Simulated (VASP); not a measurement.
Cd: single point with PBEsol

The system is Cd.

```
Cd
1.0
     2.97887    0.00000    0.00000
    -1.48944    2.57978    0.00000
     0.00000    0.00000    5.61765
Cd
2
Direct
  0.65588 0.32948 0.76127
  0.31215 0.68112 0.25800
```

This cell differs from its parent crystal: atoms moved at random.

| Item | Value |
| --- | --- |
| Program | VASP 6.6.1 |
| Task | single point |
| Functional | PBEsol |
| Potentials or basis | VASP PAW PBE potentials, release 64 (Cd) |
| Cutoff | 520 eV |
| k mesh | 10 × 10 × 5 |
| Occupations | fermi-dirac, width 0.05 eV |
| Spin | no spin polarisation |

```
Pressure               : -1.2 GPa
Largest force          : 0.034 eV/Å
Band gap on the k mesh : zero (band 12 reaches 3.83 eV, above the bottom of band 13 at -0.25 eV)
```

Forces in eV/Å, atoms in the order of the input:
```
Cd  -0.016  0.013 -0.027
Cd   0.016 -0.013  0.027
```

Stress tensor (GPa, compression positive):
```
-0.84 -0.09  0.01
-0.09 -0.98 -0.01
 0.01 -0.01 -1.72
```

Levels at points of the mesh, in eV from the Fermi level:
```
           k point  band 9  band 10  band 11  band 12  band 13  band 14  band 15  band 16
(0.00, 0.00, 0.00)   -8.50    -8.29    -8.25    -2.93    -2.89    10.69    14.57    14.88
(0.50, 0.00, 0.00)   -8.00    -7.97    -2.21    -1.73     2.14     3.21     3.26     5.32
(0.00, 0.50, 0.00)   -8.00    -7.97    -2.20    -1.75     2.17     3.23     3.26     5.26
(0.50, 0.50, 0.00)   -8.00    -7.98    -2.25    -1.67     2.01     2.99     3.40     5.57
```

It took 110 s on 1 thread of Intel(R) Xeon(R) Platinum 8375C CPU @ 2.90GHz (Ice Lake) (shared host), peak memory 0.28 GiB.

Caveat: the cell differs from its parent crystal (atoms moved at random); the PAW data sets were made with another functional, which shifts forces and pressure a little.
